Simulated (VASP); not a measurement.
# TiB2 (P6/mmm) in VASP: a series of runs

TiB2 is run at these levels: LDA, PBEsol; tasks: single point.

Program: VASP 6.6.1. These are calculated values, not measurements. Logs are shortened: lines on timing, memory, paths and dates and some standing lists are left out, and cuts for length are marked.

## (1) The cell of the first run

The structure is hexagonal, space group P6/mmm (No. 191). The conventional cell has a = 3.069 Å, b = 3.069 Å, c = 3.271 Å, α = 90.00°, β = 90.00°, γ = 120.00°. Within 3.2 Å of Ti (site symmetry 6/mmm) lie 12 B at 2.41 Å and 6 Ti at 3.07 Å. B (site symmetry -6m2) has 3 B at 1.77 Å within 2.4 Å.

## (2) Single point, LDA (volume scaled by 1.04)

Contents of INCAR:

```
PREC = Accurate ; ENCUT = 520
EDIFF = 1E-7 ; ISMEAR = -1
SIGMA = 0.05 ; LREAL = False
LASPH = True ; NELM = 60
ALGO = Normal ; ISIF = 2
LWAVE = False ; LCHARG = False
GGA = CA ; NBANDS = 16
```

Contents of KPOINTS:

```
Automatic mesh
0
Gamma
  10 10 8
```

Contents of POSCAR:

```
TiB2
1.0
    3.0690624661      0.0000000000      0.0000000000
   -1.5345312330      2.6578860614      0.0000000000
    0.0000000000      0.0000000000      3.2708838193
Ti B
1 2
Direct
    0.0000000000      0.0000000000      0.0000000000
    0.6666666667      0.3333333333      0.5000000000
    0.3333333333      0.6666666667      0.5000000000
```

Potentials or basis: VASP PAW LDA potentials, release 64 (Ti_sv, B).

On the command line:

```console
> cat potpaw_LDA.64/Ti_sv/POTCAR potpaw_LDA.64/B/POTCAR > POTCAR
> mpirun -np 1 vasp_std > vasp.out
```

OUTCAR:

```text
PREC = Accurate
   ENCUT = 520
   EDIFF = 1E-7
   ISMEAR = -1
   LREAL = False
   LASPH = True
   NELM = 60
   ISIF = 2
   GGA = CA

 ion  position               nearest neighbor table
   1  0.000  0.000  0.000-   2 2.41   3 2.41   2 2.41   3 2.41   3 2.41   3 2.41   2 2.41   2 2.41
                             2 2.41   2 2.41   3 2.41   3 2.41
   2  0.667  0.333  0.500-   3 1.77   3 1.77   3 1.77   1 2.41   1 2.41   1 2.41   1 2.41   1 2.41
                             1 2.41
   3  0.333  0.667  0.500-   2 1.77   2 1.77   2 1.77   1 2.41   1 2.41   1 2.41   1 2.41   1 2.41
                             1 2.41

  LATTYP: Found a hexagonal cell.
 ALAT       =     3.0690624661
 C/A-ratio  =     1.0657599366

  Lattice vectors:

 A1 = (   3.0690624661,   0.0000000000,   0.0000000000)
 A2 = (  -1.5345312330,   2.6578860614,   0.0000000000)
 A3 = (   0.0000000000,   0.0000000000,   3.2708838193)

Analysis of symmetry for initial positions (statically):
=====================================================================
 Subroutine PRICEL returns:
 Original cell was already a primitive cell.

 Routine SETGRP: Setting up the symmetry group for a
 hexagonal supercell.

 Subroutine GETGRP returns: Found 24 space group operations
 (whereof 24 operations were pure point group operations)
 out of a pool of 24 trial point group operations.

The static configuration has the point symmetry D_6h.

Analysis of symmetry for dynamics (positions and initial velocities):
=====================================================================
 Subroutine PRICEL returns:
 Original cell was already a primitive cell.

 Routine SETGRP: Setting up the symmetry group for a
 hexagonal supercell.

 Subroutine GETGRP returns: Found 24 space group operations
 (whereof 24 operations were pure point group operations)
 out of a pool of 24 trial point group operations.

The dynamic configuration has the point symmetry D_6h.

 Subroutine INISYM returns: Found 24 space group operations
 (whereof 24 operations are pure point group operations),
 and found     1 'primitive' translations

----------------------------------------------------------------------------------------

                                     Primitive cell

  volume of cell :      26.6813

  direct lattice vectors                    reciprocal lattice vectors
     3.069062466  0.000000000  0.000000000     0.325832404  0.188119426  0.000000000
    -1.534531233  2.657886061  0.000000000     0.000000000  0.376238852  0.000000000
     0.000000000  0.000000000  3.270883819     0.000000000  0.000000000  0.305727765

  length of vectors
     3.069062466  3.069062466  3.270883819     0.376238852  0.376238852  0.305727765

  position of ions in fractional coordinates (direct lattice)
     0.000000000  0.000000000  0.000000000
     0.666666667  0.333333333  0.500000000
     0.333333333  0.666666667  0.500000000

  ion indices of the primitive-cell ions
   primitive index   ion index
                 1           1
                 2           2
                 3           3

----------------------------------------------------------------------------------------

 KPOINTS: Automatic mesh

Automatic generation of k-mesh.
 Grid dimensions read from file:
 generate k-points for:   10   10    8

 Generating k-lattice:

  Cartesian coordinates                     Fractional coordinates (reciprocal lattice)
     0.032583240  0.018811943  0.000000000     0.100000000  0.000000000  0.000000000
     0.000000000  0.037623885  0.000000000     0.000000000  0.100000000  0.000000000
     0.000000000  0.000000000  0.038215971     0.000000000  0.000000000  0.125000000

  Length of vectors
     0.037623885  0.037623885  0.038215971

  Shift w.r.t. Gamma in fractional coordinates (k-lattice)
     0.000000000  0.000000000  0.000000000

 Subroutine IBZKPT returns following result:
 ===========================================

 Found     70 irreducible k-points:

 Following reciprocal coordinates:
            Coordinates               Weight
  0.000000  0.000000  0.000000      1.000000
  0.100000  0.000000  0.000000      6.000000
  0.200000  0.000000  0.000000      6.000000
  0.300000  0.000000  0.000000      6.000000
  0.400000  0.000000  0.000000      6.000000
  0.500000  0.000000  0.000000      3.000000
[... 16 lines left out ...]
  0.300000  0.100000  0.125000     24.000000
  0.400000  0.100000  0.125000     24.000000
 [... further k-points ...]
   k-points           NKPTS =     70   k-points in BZ     NKDIM =     70   number of bands    NBANDS=     16
   number of dos      NEDOS =    301   number of ions     NIONS =      3
   total plane-waves  NPLWV =  13824
   dimension x,y,z NGX =    24 NGY =   24 NGZ =   24
   dimension x,y,z NGXF=    48 NGYF=   48 NGZF=   48
   ions per type =               1   2
   NGX,Y,Z   is equivalent  to a cutoff of  13.00, 13.00, 12.20 a.u.
   NGXF,Y,Z  is equivalent  to a cutoff of  26.00, 26.00, 24.40 a.u.
 SYSTEM =  unknown system
   PREC   = accura    normal or accurate (medium, high low for compatibility)
   ISTART =      0    job   : 0-new  1-cont  2-samecut
   ICHARG =      2    charge: 1-file 2-atom 10-const
   ISPIN  =      1    spin polarized calculation?
   LNONCOLLINEAR =      F non collinear calculations
   LSORBIT =      F    spin-orbit coupling
   LASPH  =      T    aspherical Exc in radial PAW
   ENCUT  =  520.0 eV  38.22 Ry    6.18 a.u.   5.71  5.71  6.08*2*pi/ulx,y,z
   NELM   =     60;   NELMIN=  2; NELMDL= -5     # of ELM steps
   EDIFF  = 0.1E-06   stopping-criterion for ELM
   LREAL  =      F    real-space projection
   EDIFFG = 0.1E-05   stopping-criterion for IOM
   NSW    =      0    number of steps for IOM
   IBRION =     -1    ionic relax: 0-MD 1-quasi-New 2-CG
   NFREE  =      0    steps in history (QN), initial steepest desc. (CG)
   ISIF   =      2    stress and relaxation
   ISYM   =      2    0-nonsym 1-usesym 2-fastsym
   POTIM  = 0.5000    time-step for ionic-motion
   TEBEG  =    0.0;   TEEND  =   0.0 temperature during run
   PSTRESS=    0.0 pullay stress
   NELECT =      18.0000    total number of electrons
   NUPDOWN=      -1.0000    fix difference up-down
   EMIN   =  10.00;   EMAX   =-10.00  energy-range for DOS
   EFERMI =   0.00;   METHOD = LEGACY
   ISMEAR =    -1;   SIGMA  =   0.05  broadening in eV -4-tet -1-fermi 0-gaus
   EFERMI_NEDOS =   21; number of points for ismear=-14 and -15
   IALGO  =     38    algorithm
   IMIX   =      4    mixing-type and parameters
     AMIX     =   0.40;   BMIX     =  1.00
     AMIX_MAG =   1.60;   BMIX_MAG =  1.00
  volume/ion in A,a.u.               =       8.89        60.02
  Fermi-wavevector in a.u.,A,eV,Ry     =   1.435809  2.713285 28.049047  2.061547
  Thomas-Fermi vector in A             =   2.555066
   LORBIT       =      0    0 simple, 1 ext, 2 COOP (PROOUT), +10 PAW based schemes
   GGA     = CA    functional components
   LHFCALC =     F    Hartree Fock is set to
   AEXX    =    0.0000 exact exchange contribution
   IVDW    =     0    specifies the selected vdW correction
   LEPSILON=     F    determine dielectric tensor
   LRPA    =     F    only Hartree local field effects (RPA)
 non-spin polarized calculation
  energy-cutoff  :      520.00
  volume of cell :       26.68
 maximum number of plane-waves:       736
 NGX is ok and might be reduce to    24
   NGX = 11   NGY = 11   NGZ = 13

 number of electron      18.0000001 magnetization

 Free energy of the ion-electron system (eV)
  ---------------------------------------------------
  ext. energy  EPLUGINS =         0.00000000
  ---------------------------------------------------
  free energy    TOTEN  =       -26.78245628 eV

  energy without entropy =      -26.77601417  energy(sigma->0) =      -26.77923522

 E-fermi :   9.4249     XC(G=0): -12.7649

 val. band max:        9.3994652331   @ k =   0.2000   0.2000   0.1250
 cond. band min:       9.4286894151   @ k =   0.3000   0.2000   0.0000
 fundamental gap:      0.0292241820
 Fermi energy:         9.4248577992

 k-point     1 :       0.0000    0.0000    0.0000
  band No.  band energies     occupation
      1     -46.8450      2.00000
      2     -23.5732      2.00000
      3     -23.2828      2.00000
      4     -23.2828      2.00000
      5      -3.5901      2.00000
      6       6.9850      2.00000
[... 8 lines left out ...]
     15      15.1254      0.00000
     16      16.2530      0.00000

 k-point     2 :       0.1000    0.0000    0.0000
  band No.  band energies     occupation
      1     -46.8403      2.00000
      2     -23.5673      2.00000
      3     -23.3184      2.00000
      4     -23.2909      2.00000
      5      -3.4047      2.00000
      6       6.4624      2.00000
[... 8 lines left out ...]
     15      16.1490      0.00000
     16      16.8359      0.00000

 k-point     3 :       0.2000    0.0000    0.0000
  band No.  band energies     occupation
      1     -46.8282      2.00000
      2     -23.5520      2.00000
      3     -23.4105      2.00000
      4     -23.3121      2.00000
      5      -2.8628      2.00000
      6       5.1872      2.00000
[... 8 lines left out ...]
     15      17.0585      0.00000
     16      18.1701      0.00000

 k-point     4 :       0.3000    0.0000    0.0000
  band No.  band energies     occupation
      1     -46.8131      2.00000
      2     -23.5330      2.00000
      3     -23.5227      2.00000
      4     -23.3382      2.00000
      5      -2.0013      2.00000
      6       3.6159      2.00000
[... 8 lines left out ...]
     15      16.5218      0.00000
     16      18.2433      0.00000
[... 324 lines left out ...]
 k-point    22 :       0.2000    0.1000    0.1250
  band No.  band energies     occupation
      1     -46.8165      2.00000
      2     -23.5642      2.00000
      3     -23.4721      2.00000
      4     -23.3356      2.00000
      5      -2.1871      2.00000
      6       4.4368      2.00000
[... 8 lines left out ...]
     15      17.2381      0.00000
     16      18.5556      0.00000

 k-point    23 :       0.3000    0.1000    0.1250
  band No.  band energies     occupation
      1     -46.8029      2.00000
      2     -23.5662      2.00000
      3     -23.5455      2.00000
      4     -23.3656      2.00000
      5      -1.2254      2.00000
      6       2.8982      2.00000
[... 8 lines left out ...]
     15      17.4806      0.00000
     16      18.9062      0.00000

 k-point    24 :       0.4000    0.1000    0.1250
  band No.  band energies     occupation
      1     -46.7944      2.00000
      2     -23.6229      2.00000
      3     -23.5347      2.00000
      4     -23.3840      2.00000
      5      -0.0280      2.00000
      6       1.3812      2.00000
[... 8 lines left out ...]
     15      17.7543      0.00000
     16      18.7256      0.00000

 [... further k-points ...]
[... 5 lines left out ...]
  --------------------------------------------------------------------------------------
  -------------------------------------------------------------------------------------
  Total       -3.2680917     -3.2680917     -3.1026888     -0.0000000      0.0000000      0.0000000
  in kB     -196.2445545   -196.2445545   -186.3123285     -0.0000000      0.0000000      0.0000000
  external PRESSURE =    -192.9338125 kB  Pullay stress =       0.0000000 kB

 VOLUME and BASIS-vectors are now :
 -----------------------------------------------------------------------------
  energy-cutoff  :      520.00
  volume of cell :       26.68
      direct lattice vectors                 reciprocal lattice vectors
     3.069062466  0.000000000  0.000000000     0.325832404  0.188119426  0.000000000
    -1.534531233  2.657886061  0.000000000     0.000000000  0.376238852  0.000000000
     0.000000000  0.000000000  3.270883819     0.000000000  0.000000000  0.305727765

 POSITION                                       TOTAL-FORCE (eV/Angst)
 -----------------------------------------------------------------------------------
      0.00000      0.00000      0.00000         0.000000      0.000000     -0.000000
      1.53453      0.88596      1.63544         0.000000     -0.000000     -0.000000
     -0.00000      1.77192      1.63544        -0.000000      0.000000      0.000000
 -----------------------------------------------------------------------------------
    total drift:                               -0.000000      0.000000      0.000000

  FREE ENERGIE OF THE ION-ELECTRON SYSTEM (eV)
  ---------------------------------------------------
  free  energy   TOTEN  =       -26.7824562786 eV

  energy  without entropy=      -26.7760141661  energy(sigma->0) =      -26.77923522
```

Run time: 9 s. Hardware: 1 thread of Intel Xeon 6975P-C (Granite Rapids), shared host; peak memory 0.14 GiB.

What came out:

```yaml
Free_energy: -26.7825 eV
Pressure: -19.3 GPa
Band_gap_on_the_k_mesh: zero (band 9 reaches 9.84 eV, above the bottom of band 10 at 9.31 eV)
```

Levels at points of the mesh, in eV from the Fermi level:
```tsv
k point	band 6	band 7	band 8	band 9	band 10	band 11	band 12	band 13
(0.00, 0.00, 0.00)	-2.44	-2.44	-2.17	-1.96	1.83	1.83	3.52	3.52
(0.50, 0.00, 0.00)	-8.89	-3.09	-3.02	-2.10	1.31	2.64	3.08	3.35
(0.00, 0.00, 0.50)	-7.29	-0.46	-0.46	-0.11	-0.11	0.46	0.46	1.58
(0.50, 0.00, 0.50)	-7.25	-4.40	-3.60	-2.97	2.37	2.80	4.28	4.40
```

## (3) Single point, LDA (volume scaled by 1.06)

Contents of INCAR:

```
SYSTEM = TiB2
PREC     = Accurate       ! precision mode
ENCUT    = 520            ! plane-wave cutoff, eV
EDIFF    = 1E-6           ! SCF threshold, eV
ISMEAR   = -1             ! smearing method
SIGMA    = 0.05           ! smearing width, eV
LREAL    = .False.        ! projectors in reciprocal space
LASPH    = .True.         ! aspherical terms in the spheres
NELM     = 60             ! most SCF steps
ALGO     = Normal         ! electronic algorithm
ISIF     = 2              ! what is computed and relaxed
LWAVE    = .False.        ! write WAVECAR
LCHARG   = .True.         ! write CHGCAR
LELF     = .True.         ! ELF
LVHAR    = .True.       
NBANDS   = 16             ! bands
```

Contents of KPOINTS:

```
Automatic mesh
0
Gamma
  10 10 8
  0 0 0
```

Contents of POSCAR:

```
TiB2
1.0
    3.0886111617      0.0000000000      0.0000000000
   -1.5443055808      2.6748157284      0.0000000000
    0.0000000000      0.0000000000      3.2917180359
Ti B
1 2
Direct
    0.0000000000      0.0000000000      0.0000000000
    0.6666666667      0.3333333333      0.5000000000
    0.3333333333      0.6666666667      0.5000000000
```

Potentials or basis: VASP PAW LDA potentials, release 64 (Ti_sv, B).

On the command line:

```console
> cat potpaw_LDA.64/Ti_sv/POTCAR potpaw_LDA.64/B/POTCAR > POTCAR
> mpirun -np 1 vasp_std > vasp.out
```

Run time: 9.2 s. Hardware: 1 thread of Intel Xeon 6975P-C (Granite Rapids), shared host; peak memory 0.14 GiB.

Results (log left out):

| Quantity | Value |
| --- | --- |
| Free energy | -26.7150 eV |
| Pressure | -23.0 GPa |
| Band gap on the k mesh | zero (band 9 reaches 9.62 eV, above the bottom of band 10 at 9.11 eV) |

Stress tensor (GPa, compression positive):
```
-23.61   0.00   0.00
  0.00 -23.61   0.00
  0.00   0.00 -21.69
```

Levels at points of the mesh, in eV from the Fermi level:
```
           k point  band 6  band 7  band 8  band 9  band 10  band 11  band 12  band 13
(0.00, 0.00, 0.00)   -2.40   -2.40   -2.16   -1.91     1.77     1.77     3.43     3.43
(0.50, 0.00, 0.00)   -8.85   -3.06   -2.97   -2.05     1.27     2.56     3.00     3.30
(0.00, 0.00, 0.50)   -7.22   -0.46   -0.46   -0.11    -0.11     0.45     0.45     1.53
(0.50, 0.00, 0.50)   -7.20   -4.33   -3.54   -2.96     2.30     2.73     4.15     4.29
```

[end of part 1 of 2]
